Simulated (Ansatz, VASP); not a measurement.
**Two plane-wave programs on In3Se2**

Contents of INCAR:

```
ALGO = Normal ; EDIFF = 1E-7
ENCUT = 520 ; GGA = PE
ISIF = 2 ; ISMEAR = 0
LASPH = True ; LCHARG = False
LREAL = False ; LWAVE = False
NBANDS = 62 ; NELM = 80
PREC = Accurate ; SIGMA = 0.1
```

Contents of KPOINTS:

```
k-points
0
Gamma
  3 3 3
```

POSCAR

```
In3Se2
1.0
    3.4295361270      1.9800436061      6.2422707666
   -3.4295361270      1.9800436061      6.2422707666
    0.0000000000     -3.9600872123      6.2422707666
In Se
6 4
Direct
    0.0562500000      0.4437500000      0.7500000000
    0.7500000000      0.0562500000      0.4437500000
    0.4437500000      0.7500000000      0.0562500000
    0.9437500000      0.5562500000      0.2500000000
    0.2500000000      0.9437500000      0.5562500000
    0.5562500000      0.2500000000      0.9437500000
    0.8521800000      0.8521800000      0.8521800000
    0.6478200000      0.6478200000      0.6478200000
    0.1478200000      0.1478200000      0.1478200000
    0.3521800000      0.3521800000      0.3521800000
```

Input for Ansatz:

```yaml
crystal:
  lattice:
    - [3.429536127, 1.9800436061, 6.2422707666]
    - [-3.429536127, 1.9800436061, 6.2422707666]
    - [0.0, -3.9600872123, 6.2422707666]
  atoms:
    - { symbol: In, position: [0.05625, 0.44375, 0.75] }
    - { symbol: In, position: [0.75, 0.05625, 0.44375] }
    - { symbol: In, position: [0.44375, 0.75, 0.05625] }
    - { symbol: In, position: [0.94375, 0.55625, 0.25] }
    - { symbol: In, position: [0.25, 0.94375, 0.55625] }
    - { symbol: In, position: [0.55625, 0.25, 0.94375] }
    - { symbol: Se, position: [0.85218, 0.85218, 0.85218] }
    - { symbol: Se, position: [0.64782, 0.64782, 0.64782] }
    - { symbol: Se, position: [0.14782, 0.14782, 0.14782] }
    - { symbol: Se, position: [0.35218, 0.35218, 0.35218] }
basis:
  ecutwfc: 420
kpoints:
  mp_grid: { grid: [3, 3, 3] }
hamiltonian:
  xc: pbe
scf:
  occupations: { method: gaussian, width: 0.1 }
  lower_state_search: "off"
output:
  forces: true
  stress: true
  eigenvalues: true
```

Alike in both runs: task single point; functional PBE; k mesh 3 × 3 × 3; occupations gaussian, width 0.1 eV; no spin polarisation.

|  | VASP | Ansatz |
| --- | --- | --- |
| version | VASP 6.6.1 | Ansatz 0.2.0 |
| potentials or method | VASP PAW PBE potentials, release 64 (In_d, Se), cutoff 520 eV | scalar-relativistic, plane waves, PAW |
| valence electrons in the cell | 102 | 142 |

```csv
,VASP,Ansatz,Ansatz less VASP
gap on the k mesh at the Fermi level (eV),none,none,-
pressure (GPa),13.1,13.1,-0.02
"traceless stress, the component that is largest in VASP (GPa)",-1.35,-1.34,+0.008
rms of the force components (eV/Å),0.082,0.082,-0.0003
```

Atom by atom the forces differ by 0.001 eV/Å (rms over components). A gap of «none» marks a metal or a gap that the smearing closes. VASP's potentials hold 102 valence electrons a cell and Ansatz's 142, so a difference there can come from the potentials and not from the codes.

The k mesh is coarse, so the values compare programs but aren't converged.
